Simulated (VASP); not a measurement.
Crystal: SrMg3.

```
Sr Mg
1.0
     3.56868    0.00000    0.00000
    -1.78434    3.09057    0.00000
     0.00000    0.00000   10.94239
Sr Mg
1 3
Direct
  0.66667 0.33333 0.50000
  0.66667 0.33333 0.00000
  0.00000 0.00000 0.22818
  0.00000 0.00000 0.77182
```

- Program: VASP 6.6.1
- Task: relaxation of cell and atoms
- Functional: r2SCAN
- Potentials or basis: VASP PAW PBE potentials, release 64 (Sr_sv, Mg)
- Cutoff: 600 eV
- k mesh: 8 × 8 × 3
- Occupations: methfessel-paxton, width 0.05 eV
- Spin: no spin polarisation

At the start: pressure -0.5 GPa; volume 30.17 Å³/atom.

Problem. Where does the relaxation end?

Solution. Over 3 steps the energy falls by 2.1 meV/atom and the volume is 29.32 Å³/atom (-2.8 %); space group P-6m2 (No. 187, to 0.1 Å) before and after.

Step by step:
```
step  energy change (eV)  largest force (eV/Å)  pressure (GPa)  volume (Å³)
   1              0.0000                0.0365           -0.47       120.69
   2             -0.0058                0.0337           -0.26       119.15
   3             -0.0086                0.0285            0.04       117.28
```

Final structure:
```xyz
4
Lattice="3.5167 0.0000 0.0000 -1.7584 3.0456 0.0000 0.0000 0.0000 10.9498" Properties=species:S:1:pos:R:3 pbc="T T T"
Sr    1.7584    1.0152    5.4749
Mg    1.7584    1.0152    0.0000
Mg    0.0000    0.0000    2.4946
Mg    0.0000    0.0000    8.4552
```

Caveat: the PAW data sets were made with another functional, which shifts forces and pressure a little.
